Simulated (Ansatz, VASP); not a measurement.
## Two plane-wave programs on WC

```
CELL_PARAMETERS angstrom
2.90050 0.00000 0.00000
-1.45025 2.51191 0.00000
0.00000 0.00000 2.82900
ATOMIC_POSITIONS crystal
W 0.00000 0.00000 0.01326
C 0.66667 0.33333 0.50000
```

Change from the starting cell: all W atoms moved +0.037 Å, as atom 1 along Cartesian [0 0 1].

Alike in both runs: task single point; functional r2SCAN; k mesh 18 × 18 × 16; occupations gaussian, width 0.15 eV; no spin polarisation.

|  | VASP | Ansatz |
| --- | --- | --- |
| version | VASP 6.6.1 | Ansatz 0.2.0 |
| potentials or method | VASP PAW PBE potentials, release 64 (W_sv, C), cutoff 520 eV | scalar-relativistic, plane waves, PAW |
| valence electrons in the cell | 18 | 18 |

|  | VASP | Ansatz | Ansatz less VASP |
| --- | --- | --- | --- |
| gap on the k mesh at the Fermi level (eV) | none | none | - |
| pressure (GPa) | 6.6 | 4.6 | -1.98 |
| traceless stress, the component that is largest in VASP (GPa) | 0.03 | -0.19 | -0.215 |
| rms of the force components (eV/Å) | 0.310 | 0.305 | -0.0045 |

VASP's potentials were made for PBE, not for r2SCAN. Atom by atom the forces differ by 0.004 eV/Å (rms over components). A gap of «none» marks a metal or a gap that the smearing closes.

Spin-orbit coupling is off throughout.
